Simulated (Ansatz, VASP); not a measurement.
## Two plane-wave programs on Sb

File INCAR:

```
SYSTEM = Sb
  PREC = Accurate
  ENCUT = 520
  EDIFF = 1E-7
  ISMEAR = -1
  SIGMA = 0.05
  LREAL = .False.
  LASPH = .True.
  NELM = 80
  ALGO = Normal
  ISIF = 2
  LWAVE = .False.
  LCHARG = .False.
  NBANDS = 18
```

KPOINTS

```
regular mesh
0
Gamma
  7 7 7
  0 0 0
```

File POSCAR:

```
Sb
1.0
   -4.0300106443      4.0300106443      2.0254867038
    4.0300106443     -4.0300106443      2.0254867038
    4.0300106443      4.0300106443     -2.0254867038
Sb
4
Direct
    0.6512630600      0.1512630600      0.8025261200
    0.1512630600      0.3487369400      0.5000000000
    0.3487369400      0.8487369400      0.1974738800
    0.8487369400      0.6512630600      0.5000000000
```

Contents of input.yaml:

```yaml
crystal:
  lattice:
    - [-4.0300106443, 4.0300106443, 2.0254867038]
    - [4.0300106443, -4.0300106443, 2.0254867038]
    - [4.0300106443, 4.0300106443, -2.0254867038]
  atoms:
    - { symbol: Sb, position: [0.65126306, 0.15126306, 0.80252612] }
    - { symbol: Sb, position: [0.15126306, 0.34873694, 0.5] }
    - { symbol: Sb, position: [0.34873694, 0.84873694, 0.19747388] }
    - { symbol: Sb, position: [0.84873694, 0.65126306, 0.5] }
hamiltonian:
  xc: lda
  pseudopotentials: { kind: paw }
kpoints:
  mp_grid: { grid: [7, 7, 7] }
  band_path:
    path:
      - [[0.0, 0.0, 0.0], [0.0, 0.0, 0.5], [-0.5, 0.5, 0.5], [0.0, 0.0, 0.0], [0.3131518991, 0.3131518991, -0.3131518991], [0.25, 0.25, 0.25], [0.0, 0.5, 0.0], [-0.3131518991, 0.6868481009, 0.3131518991], [-0.5, 0.5, 0.5]]
      - [[0.0, 0.0, 0.5], [0.25, 0.25, 0.25]]
    npoints: 14
scf:
  occupations: { method: fermi_dirac, width: 0.05 }
  n_extra_bands: 10
output:
  forces: true
  stress: true
  eigenvalues: true
  fatbands: true
```

Alike in both runs: functional LDA; k mesh 7 × 7 × 7; occupations fermi-dirac, width 0.05 eV; no spin polarisation.

|  | VASP | Ansatz |
| --- | --- | --- |
| version | VASP 6.6.1 | Ansatz 0.2.0 |
| potentials or method | VASP PAW LDA potentials, release 64 (Sb) | Ansatz PAW |
| plane-wave cutoff (eV) | 520 | 420 |
| valence electrons in the cell | 20 | 60 |
| task | single point | band structure |

VASP gave:

- gap on the k mesh at the Fermi level (eV): none
- pressure (GPa): -1.7
- traceless stress, the component that is largest in VASP (GPa): -0.06
- rms of the force components (eV/Å): 0.026

Problem. Estimate Ansatz's values.

Solution. gap on the k mesh at the Fermi level (eV): none; pressure (GPa): -1.8; traceless stress, the component that is largest in VASP (GPa): -0.11; rms of the force components (eV/Å): 0.024.

LDA's correlation is that of Perdew and Zunger in VASP and of Perdew and Wang (1992) in Ansatz. Atom by atom the forces differ by 0.002 eV/Å (rms over components). A gap of «none» marks a metal or a gap that the smearing closes. VASP's potentials hold 20 valence electrons a cell and Ansatz's 60, so a difference there can come from the potentials and not from the codes.

Neither program's run includes spin-orbit coupling.
